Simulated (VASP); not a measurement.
# LuH2 (Fm-3m) in VASP: a series of runs

Runs on LuH2. Level: LDA. Tasks: electric field gradients.

All numbers are computed with VASP 6.6.1; they aren't measurements. Logs are shortened: lines on timing, memory, paths and dates and some standing lists are left out, and cuts for length are marked.

## 1. The cell of the first run

Symmetry: Fm-3m, No. 225, cubic system. The conventional cell has a = 5.033 Å, b = 5.033 Å, c = 5.033 Å, α = 90.00°, β = 90.00°, γ = 90.00°. Lu (site symmetry m-3m) has 8 H at 2.18 Å within 2.9 Å. Within 2.9 Å of H (site symmetry -43m) lie 4 Lu at 2.18 Å and 6 H at 2.52 Å.

## 2. Electric field gradients, LDA

File INCAR:

```
SYSTEM = LuH2
PREC = Accurate ; ENCUT = 520
EDIFF = 1E-8 ; ISMEAR = -1
SIGMA = 0.02 ; LREAL = .FALSE.
LASPH = .TRUE. ; NELM = 120
ALGO = Normal ; ISIF = 2
LWAVE = .FALSE. ; LCHARG = .FALSE.
GGA = CA ; LEFG = .TRUE.
NBANDS = 20 ; GGA_COMPAT = .FALSE.
```

File KPOINTS:

```
Automatic mesh
0
G
  8 8 8
  0 0 0
```

File POSCAR:

```
LuH2
1.0
    0.0000000000      2.5165000000      2.5165000000
    2.5165000000      0.0000000000      2.5165000000
    2.5165000000      2.5165000000      0.0000000000
Lu H
1 2
Direct
    0.0000000000      0.0000000000      0.0000000000
    0.2500000000      0.2500000000      0.2500000000
    0.7500000000      0.7500000000      0.7500000000
```

Potentials or basis: VASP PAW PBE potentials, release 64 (Lu, H).

Started as:

```console
> cat potpaw_PBE.64/Lu/POTCAR potpaw_PBE.64/H/POTCAR > POTCAR
> mpirun -np 1 vasp_std > vasp.out
```

OUTCAR:

```text
SYSTEM = LuH2
   PREC = Accurate
   ENCUT = 520
   EDIFF = 1E-8
   ISMEAR = -1
   LREAL = .FALSE.
   LASPH = .TRUE.
   NELM = 120
   ISIF = 2
   GGA = CA

 ion  position               nearest neighbor table
   1  0.000  0.000  0.000-   3 2.18   3 2.18   3 2.18   2 2.18   2 2.18   2 2.18   3 2.18   2 2.18

   2  0.250  0.250  0.250-   1 2.18   1 2.18   1 2.18   1 2.18
   3  0.750  0.750  0.750-   1 2.18   1 2.18   1 2.18   1 2.18

  LATTYP: Found a face centered cubic cell.
 ALAT       =     5.0330000000

  Lattice vectors:

 A1 = (   0.0000000000,   2.5165000000,   2.5165000000)
 A2 = (   2.5165000000,   0.0000000000,   2.5165000000)
 A3 = (   2.5165000000,   2.5165000000,   0.0000000000)

Analysis of symmetry for initial positions (statically):
=====================================================================
 Subroutine PRICEL returns:
 Original cell was already a primitive cell.

 Routine SETGRP: Setting up the symmetry group for a
 face centered cubic supercell.

 Subroutine GETGRP returns: Found 48 space group operations
 (whereof 48 operations were pure point group operations)
 out of a pool of 48 trial point group operations.

The static configuration has the point symmetry O_h .

Analysis of symmetry for dynamics (positions and initial velocities):
=====================================================================
 Subroutine PRICEL returns:
 Original cell was already a primitive cell.

 Routine SETGRP: Setting up the symmetry group for a
 face centered cubic supercell.

 Subroutine GETGRP returns: Found 48 space group operations
 (whereof 48 operations were pure point group operations)
 out of a pool of 48 trial point group operations.

The dynamic configuration has the point symmetry O_h .

 Subroutine INISYM returns: Found 48 space group operations
 (whereof 48 operations are pure point group operations),
 and found     1 'primitive' translations

----------------------------------------------------------------------------------------

                                     Primitive cell

  volume of cell :      31.8728

  direct lattice vectors                    reciprocal lattice vectors
     0.000000000  2.516500000  2.516500000    -0.198688655  0.198688655  0.198688655
     2.516500000  0.000000000  2.516500000     0.198688655 -0.198688655  0.198688655
     2.516500000  2.516500000  0.000000000     0.198688655  0.198688655 -0.198688655

  length of vectors
     3.558868430  3.558868430  3.558868430     0.344138845  0.344138845  0.344138845

  position of ions in fractional coordinates (direct lattice)
     0.000000000  0.000000000  0.000000000
     0.250000000  0.250000000  0.250000000
     0.750000000  0.750000000  0.750000000

  ion indices of the primitive-cell ions
   primitive index   ion index
                 1           1
                 2           2
                 3           3

----------------------------------------------------------------------------------------

 KPOINTS: Automatic mesh

Automatic generation of k-mesh.
 Grid dimensions read from file:
 generate k-points for:    8    8    8

 Generating k-lattice:

  Cartesian coordinates                     Fractional coordinates (reciprocal lattice)
    -0.024836082  0.024836082  0.024836082     0.125000000  0.000000000  0.000000000
     0.024836082 -0.024836082  0.024836082     0.000000000  0.125000000  0.000000000
     0.024836082  0.024836082 -0.024836082     0.000000000  0.000000000  0.125000000

  Length of vectors
     0.043017356  0.043017356  0.043017356

  Shift w.r.t. Gamma in fractional coordinates (k-lattice)
     0.000000000  0.000000000  0.000000000

 Subroutine IBZKPT returns following result:
 ===========================================

 Found     29 irreducible k-points:

 Following reciprocal coordinates:
            Coordinates               Weight
  0.000000  0.000000  0.000000      1.000000
  0.125000  0.000000  0.000000      8.000000
  0.250000  0.000000  0.000000      8.000000
  0.375000  0.000000  0.000000      8.000000
  0.500000  0.000000  0.000000      4.000000
  0.125000  0.125000  0.000000      6.000000
[... 16 lines left out ...]
  0.500000  0.250000  0.125000     48.000000
 -0.375000  0.250000  0.125000     24.000000
 [... further k-points ...]
   k-points           NKPTS =     29   k-points in BZ     NKDIM =     29   number of bands    NBANDS=     20
   number of dos      NEDOS =    301   number of ions     NIONS =      3
   total plane-waves  NPLWV =  21952
   dimension x,y,z NGX =    28 NGY =   28 NGZ =   28
   dimension x,y,z NGXF=    56 NGYF=   56 NGZF=   56
   ions per type =               1   2
   NGX,Y,Z   is equivalent  to a cutoff of  13.08, 13.08, 13.08 a.u.
   NGXF,Y,Z  is equivalent  to a cutoff of  26.16, 26.16, 26.16 a.u.
 SYSTEM =  LuH2
   PREC   = accura    normal or accurate (medium, high low for compatibility)
   ISTART =      0    job   : 0-new  1-cont  2-samecut
   ICHARG =      2    charge: 1-file 2-atom 10-const
   ISPIN  =      1    spin polarized calculation?
   LNONCOLLINEAR =      F non collinear calculations
   LSORBIT =      F    spin-orbit coupling
   LASPH  =      T    aspherical Exc in radial PAW
   ENCUT  =  520.0 eV  38.22 Ry    6.18 a.u.   6.62  6.62  6.62*2*pi/ulx,y,z
   NELM   =    120;   NELMIN=  2; NELMDL= -5     # of ELM steps
   EDIFF  = 0.1E-07   stopping-criterion for ELM
   LREAL  =      F    real-space projection
   EDIFFG = 0.1E-06   stopping-criterion for IOM
   NSW    =      0    number of steps for IOM
   IBRION =     -1    ionic relax: 0-MD 1-quasi-New 2-CG
   NFREE  =      0    steps in history (QN), initial steepest desc. (CG)
   ISIF   =      2    stress and relaxation
   ISYM   =      2    0-nonsym 1-usesym 2-fastsym
   POTIM  = 0.5000    time-step for ionic-motion
   TEBEG  =    0.0;   TEEND  =   0.0 temperature during run
   PSTRESS=    0.0 pullay stress
   NELECT =      27.0000    total number of electrons
   NUPDOWN=      -1.0000    fix difference up-down
   EMIN   =  10.00;   EMAX   =-10.00  energy-range for DOS
   EFERMI =   0.00;   METHOD = LEGACY
   ISMEAR =    -1;   SIGMA  =   0.02  broadening in eV -4-tet -1-fermi 0-gaus
   EFERMI_NEDOS =   21; number of points for ismear=-14 and -15
   IALGO  =     38    algorithm
   IMIX   =      4    mixing-type and parameters
     AMIX     =   0.40;   BMIX     =  1.00
     AMIX_MAG =   1.60;   BMIX_MAG =  1.00
  volume/ion in A,a.u.               =      10.62        71.70
  Fermi-wavevector in a.u.,A,eV,Ry     =   1.549016  2.927215 32.646494  2.399450
  Thomas-Fermi vector in A             =   2.653883
   LORBIT       =      0    0 simple, 1 ext, 2 COOP (PROOUT), +10 PAW based schemes
   GGA     = CA    functional components
   LHFCALC =     F    Hartree Fock is set to
   AEXX    =    0.0000 exact exchange contribution
   IVDW    =     0    specifies the selected vdW correction
   LEPSILON=     F    determine dielectric tensor
   LRPA    =     F    only Hartree local field effects (RPA)
 non-spin polarized calculation
  energy-cutoff  :      520.00
  volume of cell :       31.87
 maximum number of plane-waves:       881
 NGX is ok and might be reduce to    28
   NGX = 13   NGY = 13   NGZ = 13

 number of electron      27.0000002 magnetization

 Free energy of the ion-electron system (eV)
  ---------------------------------------------------
  ext. energy  EPLUGINS =         0.00000000
  ---------------------------------------------------
  free energy    TOTEN  =       -14.01792298 eV

  energy without entropy =      -14.01457264  energy(sigma->0) =      -14.01624781

 E-fermi :   2.4105     XC(G=0): -11.3853

 val. band max:        2.4054886954   @ k =   0.3750   0.2500   0.0000
 cond. band min:       2.4336511974   @ k =   0.5000   0.2500   0.1250
 fundamental gap:      0.0281625021
 Fermi energy:         2.4105350781

 k-point     1 :       0.0000    0.0000    0.0000
  band No.  band energies     occupation
      1     -53.4924      2.00000
      2     -24.2003      2.00000
      3     -24.2003      2.00000
      4     -24.2003      2.00000
      5      -6.8476      2.00000
      6      -2.9081      2.00000
[... 12 lines left out ...]
     19      12.5653      0.00000
     20      14.7454      0.00000

 k-point     2 :       0.1250    0.0000    0.0000
  band No.  band energies     occupation
      1     -53.4891      2.00000
      2     -24.2695      2.00000
      3     -24.2088      2.00000
      4     -24.2088      2.00000
      5      -6.4876      2.00000
      6      -2.9083      2.00000
[... 12 lines left out ...]
     19      11.2922      0.00000
     20      15.5757      0.00000

 k-point     3 :       0.2500    0.0000    0.0000
  band No.  band energies     occupation
      1     -53.4811      2.00000
      2     -24.4318      2.00000
      3     -24.2292      2.00000
      4     -24.2292      2.00000
      5      -5.5595      2.00000
      6      -2.9044      2.00000
[... 12 lines left out ...]
     19      10.5946      0.00000
     20      12.9618      0.00000

 k-point     4 :       0.3750    0.0000    0.0000
  band No.  band energies     occupation
      1     -53.4731      2.00000
      2     -24.5880      2.00000
      3     -24.2495      2.00000
      4     -24.2495      2.00000
      5      -4.5727      2.00000
      6      -2.8839      2.00000
[... 12 lines left out ...]
     19       9.9556      0.00000
     20      12.3856      0.00000

 k-point     5 :       0.5000    0.0000    0.0000
  band No.  band energies     occupation
      1     -53.4698      2.00000
      2     -24.6510      2.00000
      3     -24.2579      2.00000
      4     -24.2579      2.00000
      5      -4.1920      2.00000
      6      -2.8655      2.00000
[... 12 lines left out ...]
     19       8.7110      0.00000
     20      13.5858      0.00000
[... 353 lines left out ...]
      6      -2.8187      2.00000
[... 12 lines left out ...]
     19       8.9316      0.00000
     20       9.4263      0.00000

 k-point    22 :       0.3750    0.2500    0.1250
  band No.  band energies     occupation
      1     -53.4751      2.00000
      2     -24.4739      2.00000
      3     -24.3094      2.00000
      4     -24.2558      2.00000
      5      -4.7323      2.00000
      6      -2.9014      2.00000
[... 12 lines left out ...]
     19      10.7835      0.00000
     20      11.8449      0.00000

 k-point    23 :       0.5000    0.2500    0.1250
  band No.  band energies     occupation
      1     -53.4687      2.00000
      2     -24.5551      2.00000
      3     -24.3618      2.00000
      4     -24.2799      2.00000
      5      -3.7784      2.00000
      6      -2.8759      2.00000
[... 12 lines left out ...]
     19      10.6641      0.00000
     20      11.7220      0.00000

 k-point    24 :      -0.3750    0.2500    0.1250
  band No.  band energies     occupation
      1     -53.4660      2.00000
      2     -24.5890      2.00000
      3     -24.3799      2.00000
      4     -24.2926      2.00000
      5      -3.4315      2.00000
      6      -2.8512      2.00000
[... 12 lines left out ...]
     19      10.6559      0.00000
     20      11.7510      0.00000

 [... further k-points ...]
[... 5 lines left out ...]
  --------------------------------------------------------------------------------------
  -------------------------------------------------------------------------------------
  Total       -1.2354332     -1.2354332     -1.2354332     -0.0000000      0.0000000     -0.0000000
  in kB      -62.1024965    -62.1024965    -62.1024965     -0.0000000      0.0000000     -0.0000000
  external PRESSURE =     -62.1024965 kB  Pullay stress =       0.0000000 kB

 VOLUME and BASIS-vectors are now :
 -----------------------------------------------------------------------------
  energy-cutoff  :      520.00
  volume of cell :       31.87
      direct lattice vectors                 reciprocal lattice vectors
     0.000000000  2.516500000  2.516500000    -0.198688655  0.198688655  0.198688655
     2.516500000  0.000000000  2.516500000     0.198688655 -0.198688655  0.198688655
     2.516500000  2.516500000  0.000000000     0.198688655  0.198688655 -0.198688655

 POSITION                                       TOTAL-FORCE (eV/Angst)
 -----------------------------------------------------------------------------------
      0.00000      0.00000      0.00000         0.000000      0.000000      0.000000
      1.25825      1.25825      1.25825         0.000000      0.000000      0.000000
      3.77475      3.77475      3.77475        -0.000000     -0.000000     -0.000000
 -----------------------------------------------------------------------------------
    total drift:                               -0.000000     -0.000000     -0.000000

  FREE ENERGIE OF THE ION-ELECTRON SYSTEM (eV)
  ---------------------------------------------------
  free  energy   TOTEN  =       -14.0179229805 eV

  energy  without entropy=      -14.0145726409  energy(sigma->0) =      -14.01624781

 Electric field gradients (V/A^2)
---------------------------------------------------------------------
 ion       V_xx      V_yy      V_zz      V_xy      V_xz      V_yz
---------------------------------------------------------------------
   1      -0.000    -0.000     0.000     0.001     0.001     0.001
   2      -0.000    -0.000    -0.000     0.000     0.000     0.000
   3      -0.000    -0.000    -0.000     0.000     0.000     0.000
---------------------------------------------------------------------

 Electric field gradients after diagonalization (V/A^2)
 (convention: |V_zz| > |V_xx| > |V_yy|)
----------------------------------------------------------------------
 ion       V_xx      V_yy      V_zz     asymmetry (V_yy - V_xx)/ V_zz
----------------------------------------------------------------------
   1      -0.001    -0.001     0.003       0.000
   2      -0.000    -0.000     0.001       0.000
   3      -0.000    -0.000     0.001       0.000
----------------------------------------------------------------------

           NMR quadrupolar parameters

 Cq : quadrupolar parameter    Cq=e*Q*V_zz/h
 eta: asymmetry parameters     (V_yy - V_xx)/ V_zz
 Q  : nuclear electric quadrupole moment in mb (millibarn)
----------------------------------------------------------------------
 ion       Cq(MHz)       eta       Q (mb)
----------------------------------------------------------------------
   1       0.000       0.000       1.000
   2       0.000       0.000       1.000
   3       0.000       0.000       1.000
----------------------------------------------------------------------
```

Wall time 46 s (1 thread of Intel Xeon 8259CL, shared host); peak memory 0.16 GiB.

Results:

* Free energy: -14.0179 eV
* Pressure: -6.2 GPa

Caveat: without QUAD_EFG the Cq values of the log hold for a quadrupole moment of 1 mb, not for the nuclei; the PAW data sets were made with another functional, which shifts forces and pressure a little; spin-orbit coupling is left out, which moves the levels of the heavy elements.

(Continued in part 2 of 3.)
